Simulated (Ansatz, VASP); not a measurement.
Sb: VASP beside Ansatz

```
Sb
1.0
     3.16000    0.00000    0.00000
     0.00000    3.01780    0.00000
     0.00000    0.00000    3.16000
Sb
1
Direct
  0.00000 0.00000 0.00000
```

Change from the starting cell: strain -0.0450 x Voigt [0, 1, 0, 0, 0, 0], atoms carried along.

Alike in both runs: task single point; functional PBE; k mesh 16 × 16 × 16; occupations gaussian, width 0.15 eV; no spin polarisation.

|  | VASP | Ansatz |
| --- | --- | --- |
| version | VASP 6.6.1 | Ansatz 0.2.0 |
| potentials or method | VASP PAW PBE potentials, release 64 (Sb), cutoff 520 eV | scalar-relativistic, plane waves, PAW |
| valence electrons in the cell | 5 | 15 |

Ansatz gave:

```
gap on the k mesh at the Fermi level (eV)                     : none
pressure (GPa)                                                : 0.0
traceless stress, the component that is largest in VASP (GPa) : 3.08
```

Problem. What did VASP give for the same quantities?

Solution. gap on the k mesh at the Fermi level (eV): none; pressure (GPa): 0.0; traceless stress, the component that is largest in VASP (GPa): 3.10.

A gap of «none» marks a metal or a gap that the smearing closes. VASP's potentials hold 5 valence electrons a cell and Ansatz's 15, so a difference there can come from the potentials and not from the codes.

Neither program's run includes spin-orbit coupling.
